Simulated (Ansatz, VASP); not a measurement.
# BiS4: VASP beside Ansatz

```
CELL_PARAMETERS angstrom
4.81869 0.00000 0.00000
0.00000 4.81869 0.00000
0.00000 0.00000 4.81869
ATOMIC_POSITIONS crystal
Bi 0.50000 0.50000 0.50000
S 0.00000 0.50000 0.50000
S 0.50000 0.50000 0.00000
S 0.50000 0.00000 0.50000
S 0.00000 0.00000 0.00000
```

Change from the starting cell: species swapped into the Fe4N type (Pm-3m, No. 221).

Alike in both runs: task single point; functional PBE; k mesh 4 × 4 × 4; occupations gaussian, width 0.1 eV; no spin polarisation.

```csv
,VASP,Ansatz
version,VASP 6.6.1,Ansatz 0.2.0
potentials or method,"VASP PAW PBE potentials, release 64 (Bi_d, S), cutoff 520 eV","scalar-relativistic, plane waves, PAW"
valence electrons in the cell,39,39
```

Ansatz gave:

```
gap on the k mesh at the Fermi level (eV) : none
pressure (GPa)                            : 16.0
```

Which values does VASP return?

gap on the k mesh at the Fermi level (eV): none; pressure (GPa): 15.8.

A gap of «none» marks a metal or a gap that the smearing closes.

Spin-orbit coupling is off throughout.
